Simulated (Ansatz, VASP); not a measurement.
TaVN2: VASP beside Ansatz

```
CELL_PARAMETERS angstrom
3.00865 0.00000 0.00000
0.00000 3.00865 0.00000
0.00000 0.00000 4.23800
ATOMIC_POSITIONS crystal
Ta 0.00000 0.00000 0.00000
V 0.50000 0.50000 0.50000
N 0.50000 0.50000 0.00000
N 0.00000 0.00000 0.50000
```

Alike in both runs: task single point; functional PBE; k mesh 9 × 9 × 6; occupations fermi-dirac, width 0.05 eV; collinear spin.

|  | VASP | Ansatz |
| --- | --- | --- |
| version | VASP 6.6.1 | Ansatz 0.2.0 |
| potentials or method | VASP PAW PBE potentials, release 64 (Ta_pv, V_sv, N) | Ansatz PAW |
| plane-wave cutoff (eV) | 520 | 420 |
| valence electrons in the cell | 34 | 36 |

Ansatz gave:

* gap on the k mesh at the Fermi level (eV): none
* pressure (GPa): 12.2
* traceless stress, the component that is largest in VASP (GPa): -0.47
* net moment per atom (μB): 0.23
* size of the moment on the site where the two differ most (μB): 0.75

What did VASP give for the same quantities?

gap on the k mesh at the Fermi level (eV): none; pressure (GPa): 11.4; traceless stress, the component that is largest in VASP (GPa): -1.64; net moment per atom (μB): 0.00; size of the moment on the site where the two differ most (μB): 0.00.

The net moments are unlike, so the other rows may belong to different states. Site moments also hang on the region over which each program counts them. A gap of «none» marks a metal or a gap that the smearing closes. VASP's potentials hold 34 valence electrons a cell and Ansatz's 36, so a difference there can come from the potentials and not from the codes.

Spin-orbit coupling is off throughout.
